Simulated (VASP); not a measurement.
A run of VASP 6.6.1:

Contents of INCAR:

```
SYSTEM = C10O
PREC = Accurate ; ENCUT = 520
EDIFF = 1E-6 ; ISMEAR = 0
SIGMA = 0.1 ; LREAL = .FALSE.
LASPH = .TRUE. ; NELM = 60
ALGO = Normal ; ISIF = 2
LWAVE = .FALSE. ; LCHARG = .FALSE.
LDIPOL = .TRUE. ; IDIPOL = 3
DIPOL = 0.5 0.5 0.321 ; GGA = PE
NBANDS = 34
```

The input KPOINTS:

```
regular mesh
0
G
  7 3 1
  0 0 0
```

The input POSCAR:

```
C10O
1.0
    4.2718357708      0.0000000000      0.0000000000
   -2.1359178854      8.6110540238      0.0000000000
    0.0000000000      0.0000000000     20.2788010491
C O
10 1
Direct
    0.1564123854      0.9794914374      0.1972503202
    0.8230790520      0.9794914374      0.1972503202
    0.6461581040      0.9589828748      0.2574344482
    0.3128247708      0.9589828748      0.2574344482
    0.1338042908      0.9383829247      0.3175270418
    0.8045779619      0.9383827251      0.3175270445
    0.6222261577      0.9176688648      0.3778998052
    0.2954420376      0.9176688691      0.3778997289
    0.0947395260      0.8987957680      0.4329048751
    0.8040524743      0.8987950712      0.4329053295
    0.3447395260      1.3987957680      0.3609089626
```

Potentials or basis: VASP PAW PBE potentials, release 64 (C, O).

Command:

```sh
$ cat potpaw_PBE.64/C/POTCAR potpaw_PBE.64/O/POTCAR > POTCAR
$ mpirun -np 1 vasp_std > vasp.out
```

Hardware: 1 thread of AMD EPYC 7R43 64-Core Processor (Zen 3) (shared host).

How long does it take, and how much memory?

It took 18 min on 1 thread of AMD EPYC 7R43 64-Core Processor (Zen 3) (shared host), peak memory 0.75 GiB. Counts: scf iterations 34, k points 11.
